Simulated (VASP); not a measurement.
# In (P6_3/mmc) in VASP: a series of runs, part 2 of 2

VASP 6.6.1.

## Step 3: Single point, r2SCAN

POSCAR reads:

```
In
1.0
    3.3354850000      0.0000000000      0.0000000000
   -1.6677420000      2.8886150000      0.0000000000
    0.0000000000      0.0000000000      5.5091430000
In
2
Direct
    0.3333333333      0.6666666667      0.2500000000
    0.6666666667      0.3333333333      0.7500000000
```

INCAR.step1 reads:

```
SYSTEM = In
PREC = Accurate ; ENCUT = 520
ISMEAR = -1 ; SIGMA = 0.02
LREAL = .FALSE. ; LASPH = .TRUE.
NELM = 60 ; NBANDS = 20
GGA = PE ; ALGO = Normal
EDIFF = 1E-4 ; LWAVE = .TRUE.
LCHARG = .FALSE.
```

INCAR.step2 reads:

```
SYSTEM = In
PREC = Accurate ; ENCUT = 520
EDIFF = 1E-6 ; ISMEAR = -1
SIGMA = 0.02 ; LREAL = .FALSE.
LASPH = .TRUE. ; NELM = 60
ALGO = Normal ; ISIF = 2
LWAVE = .FALSE. ; LCHARG = .TRUE.
METAGGA = R2SCAN ; LMIXTAU = .TRUE.
LELF = .TRUE. ; LVHAR = .TRUE.
NBANDS = 20 ; ISTART = 1
```

KPOINTS reads:

```
regular mesh
0
G
  5 5 3
  0 0 0
```

Potentials or basis: VASP PAW PBE potentials, release 64 (In_d).

Command:

```
$ cat potpaw_PBE.64/In_d/POTCAR > POTCAR
$ cp INCAR.step1 INCAR
$ mpirun -np 1 vasp_std > vasp.out
$ cp INCAR.step2 INCAR
$ mpirun -np 1 vasp_std > vasp.out
```

OUTCAR:

```text
SYSTEM = In
   PREC = Accurate
   ENCUT = 520
   EDIFF = 1E-6
   ISMEAR = -1
   LREAL = .FALSE.
   LASPH = .TRUE.
   NELM = 60
   ISIF = 2
   METAGGA = R2SCAN
   ISTART = 1

 ion  position               nearest neighbor table
   1  0.333  0.667  0.250-   2 3.36   2 3.36   2 3.36   2 3.36   2 3.36   2 3.36
   2  0.667  0.333  0.750-   1 3.36   1 3.36   1 3.36   1 3.36   1 3.36   1 3.36

  LATTYP: Found a hexagonal cell.
 ALAT       =     3.3354850000
 C/A-ratio  =     1.6516767427

  Lattice vectors:

 A1 = (   3.3354850000,   0.0000000000,   0.0000000000)
 A2 = (  -1.6677420000,   2.8886150000,   0.0000000000)
 A3 = (   0.0000000000,   0.0000000000,   5.5091430000)

Analysis of symmetry for initial positions (statically):
=====================================================================
 Subroutine PRICEL returns:
 Original cell was already a primitive cell.

 Routine SETGRP: Setting up the symmetry group for a
 hexagonal supercell.

 Subroutine GETGRP returns: Found 24 space group operations
 (whereof 12 operations were pure point group operations)
 out of a pool of 24 trial point group operations.

The static configuration has the point symmetry D_3d.
 The point group associated with its full space group is D_6h.

Analysis of symmetry for dynamics (positions and initial velocities):
=====================================================================
 Subroutine PRICEL returns:
 Original cell was already a primitive cell.

 Routine SETGRP: Setting up the symmetry group for a
 hexagonal supercell.

 Subroutine GETGRP returns: Found 24 space group operations
 (whereof 12 operations were pure point group operations)
 out of a pool of 24 trial point group operations.

The dynamic configuration has the point symmetry D_3d.
 The point group associated with its full space group is D_6h.

 Subroutine INISYM returns: Found 24 space group operations
 (whereof 12 operations are pure point group operations),
 and found     1 'primitive' translations

----------------------------------------------------------------------------------------

                                     Primitive cell

  volume of cell :      53.0802

  direct lattice vectors                    reciprocal lattice vectors
     3.335485000  0.000000000  0.000000000     0.299806475  0.173093282  0.000000000
    -1.667742000  2.888615000  0.000000000     0.000000000  0.346186667  0.000000000
     0.000000000  0.000000000  5.509143000     0.000000000  0.000000000  0.181516435

  length of vectors
     3.335485000  3.335484972  5.509143000     0.346186664  0.346186667  0.181516435

  position of ions in fractional coordinates (direct lattice)
     0.333333333  0.666666667  0.250000000
     0.666666667  0.333333333  0.750000000

  ion indices of the primitive-cell ions
   primitive index   ion index
                 1           1
                 2           2

----------------------------------------------------------------------------------------

 KPOINTS: regular mesh

Automatic generation of k-mesh.
 Grid dimensions read from file:
 generate k-points for:    5    5    3

 Generating k-lattice:

  Cartesian coordinates                     Fractional coordinates (reciprocal lattice)
     0.059961295  0.034618656  0.000000000     0.200000000  0.000000000  0.000000000
     0.000000000  0.069237333  0.000000000     0.000000000  0.200000000  0.000000000
     0.000000000  0.000000000  0.060505478     0.000000000  0.000000000  0.333333333

  Length of vectors
     0.069237333  0.069237333  0.060505478

  Shift w.r.t. Gamma in fractional coordinates (k-lattice)
     0.000000000  0.000000000  0.000000000

 Subroutine IBZKPT returns following result:
 ===========================================

 Found     10 irreducible k-points:

 Following reciprocal coordinates:
            Coordinates               Weight
  0.000000  0.000000  0.000000      1.000000
  0.200000  0.000000  0.000000      6.000000
  0.400000  0.000000  0.000000      6.000000
  0.200000  0.200000  0.000000      6.000000
  0.400000  0.200000  0.000000      6.000000
  0.000000  0.000000  0.333333      2.000000
  0.200000  0.000000  0.333333     12.000000
  0.400000  0.000000  0.333333     12.000000
  0.200000  0.200000  0.333333     12.000000
  0.400000  0.200000  0.333333     12.000000
   k-points           NKPTS =     10   k-points in BZ     NKDIM =     10   number of bands    NBANDS=     20
   number of dos      NEDOS =    301   number of ions     NIONS =      2
   total plane-waves  NPLWV =  32928
   dimension x,y,z NGX =    28 NGY =   28 NGZ =   42
   dimension x,y,z NGXF=    56 NGYF=   56 NGZF=   84
   ions per type =               2
   NGX,Y,Z   is equivalent  to a cutoff of  13.96, 13.96, 12.67 a.u.
   NGXF,Y,Z  is equivalent  to a cutoff of  27.91, 27.91, 25.35 a.u.
 SYSTEM =  In
   PREC   = accura    normal or accurate (medium, high low for compatibility)
   ISTART =      1    job   : 0-new  1-cont  2-samecut
   ICHARG =      0    charge: 1-file 2-atom 10-const
   ISPIN  =      1    spin polarized calculation?
   LNONCOLLINEAR =      F non collinear calculations
   LSORBIT =      F    spin-orbit coupling
   LASPH  =      T    aspherical Exc in radial PAW
   ENCUT  =  520.0 eV  38.22 Ry    6.18 a.u.   6.20  6.20 10.24*2*pi/ulx,y,z
   NELM   =     60;   NELMIN=  2; NELMDL=  0     # of ELM steps
   EDIFF  = 0.1E-05   stopping-criterion for ELM
   LREAL  =      F    real-space projection
   EDIFFG = 0.1E-04   stopping-criterion for IOM
   NSW    =      0    number of steps for IOM
   IBRION =     -1    ionic relax: 0-MD 1-quasi-New 2-CG
   NFREE  =      0    steps in history (QN), initial steepest desc. (CG)
   ISIF   =      2    stress and relaxation
   ISYM   =      2    0-nonsym 1-usesym 2-fastsym
   POTIM  = 0.5000    time-step for ionic-motion
   TEBEG  =    0.0;   TEEND  =   0.0 temperature during run
   PSTRESS=    0.0 pullay stress
   NELECT =      26.0000    total number of electrons
   NUPDOWN=      -1.0000    fix difference up-down
   EMIN   =  10.00;   EMAX   =-10.00  energy-range for DOS
   EFERMI =   0.00;   METHOD = LEGACY
   ISMEAR =    -1;   SIGMA  =   0.02  broadening in eV -4-tet -1-fermi 0-gaus
   EFERMI_NEDOS =   21; number of points for ismear=-14 and -15
   IALGO  =     38    algorithm
   IMIX   =      4    mixing-type and parameters
     AMIX     =   0.40;   BMIX     =  1.00
     AMIX_MAG =   1.60;   BMIX_MAG =  1.00
  volume/ion in A,a.u.               =      26.54       179.10
  Fermi-wavevector in a.u.,A,eV,Ry     =   1.290491  2.438675 22.658701  1.665368
  Thomas-Fermi vector in A             =   2.422319
   LORBIT       =      0    0 simple, 1 ext, 2 COOP (PROOUT), +10 PAW based schemes
   METAGGA = R2SCAN    functional components
   LHFCALC =     F    Hartree Fock is set to
   AEXX    =    0.0000 exact exchange contribution
   IVDW    =     0    specifies the selected vdW correction
   LEPSILON=     F    determine dielectric tensor
   LRPA    =     F    only Hartree local field effects (RPA)
 non-spin polarized calculation
  energy-cutoff  :      520.00
  volume of cell :       53.08
 maximum number of plane-waves:      1454
 NGX is ok and might be reduce to    28
   NGX = 13   NGY = 13   NGZ = 21

 number of electron      26.0000008 magnetization

 Free energy of the ion-electron system (eV)
  ---------------------------------------------------
  ext. energy  EPLUGINS =         0.00000000
  ---------------------------------------------------
  free energy    TOTEN  =       -45.14932471 eV

  energy without entropy =      -45.14525092  energy(sigma->0) =      -45.14728782

 E-fermi :   7.4961     XC(G=0): -11.0113

 val. band max:        7.4822509424   @ k =   0.4000   0.0000   0.3333
 cond. band min:       7.7616755303   @ k =   0.0000   0.0000   0.3333
 fundamental gap:      0.2794245878
 Fermi energy:         7.4961139331

 k-point     1 :       0.0000    0.0000    0.0000
  band No.  band energies     occupation
      1      -7.9680      2.00000
      2      -7.9048      2.00000
      3      -7.8823      2.00000
      4      -7.8823      2.00000
      5      -7.8543      2.00000
      6      -7.8543      2.00000
[... 12 lines left out ...]
     19      18.8881      0.00000
     20      19.3045      0.00000
[... 185 lines left out ...]
 k-point    10 :       0.4000    0.2000    0.3333
  band No.  band energies     occupation
      1      -7.9727      2.00000
      2      -7.9614      2.00000
      3      -7.8780      2.00000
      4      -7.8766      2.00000
      5      -7.8426      2.00000
      6      -7.6822      2.00000
[... 12 lines left out ...]
     19      17.3251      0.00000
     20      19.5589      0.00000

------------------------ aborting loop because EDIFF is reached ----------------------------------------

  FORCE on cell =-STRESS in cart. coord.  units (eV):
  Direction    XX          YY          ZZ          XY          YZ          ZX
  --------------------------------------------------------------------------------------
  -------------------------------------------------------------------------------------
  Total       -0.2319483     -0.2319483     -0.0273789     -0.0000000      0.0000000      0.0000000
  in kB       -7.0011449     -7.0011461     -0.8264067     -0.0000012      0.0000000      0.0000000
  external PRESSURE =      -4.9428993 kB  Pullay stress =       0.0000000 kB

 VOLUME and BASIS-vectors are now :
 -----------------------------------------------------------------------------
  energy-cutoff  :      520.00
  volume of cell :       53.08
      direct lattice vectors                 reciprocal lattice vectors
     3.335485000  0.000000000  0.000000000     0.299806475  0.173093282  0.000000000
    -1.667742000  2.888615000  0.000000000     0.000000000  0.346186667  0.000000000
     0.000000000  0.000000000  5.509143000     0.000000000  0.000000000  0.181516435

 POSITION                                       TOTAL-FORCE (eV/Angst)
 -----------------------------------------------------------------------------------
      0.00000      1.92574      1.37729        -0.000000      0.000000      0.000000
      1.66774      0.96287      4.13186         0.000000      0.000000      0.000000
 -----------------------------------------------------------------------------------
    total drift:                               -0.000000      0.000000      0.000000

  FREE ENERGIE OF THE ION-ELECTRON SYSTEM (eV)
  ---------------------------------------------------
  free  energy   TOTEN  =       -45.1493247142 eV

  energy  without entropy=      -45.1452509246  energy(sigma->0) =      -45.14728782
```

Wall time 96 s (1 thread of Intel Xeon 6975P-C, shared host); peak memory 0.18 GiB.

Results:

* Free energy: -45.1493 eV
* Pressure: -0.5 GPa
* Band gap on the k mesh: zero (band 13 reaches 8.51 eV, above the bottom of band 14 at 6.22 eV)

Caveat: the k points lie up to 0.44 Å⁻¹ apart; the PAW data sets were made with another functional, which shifts forces and pressure a little; spin-orbit coupling is left out, which moves the levels of the heavy elements.
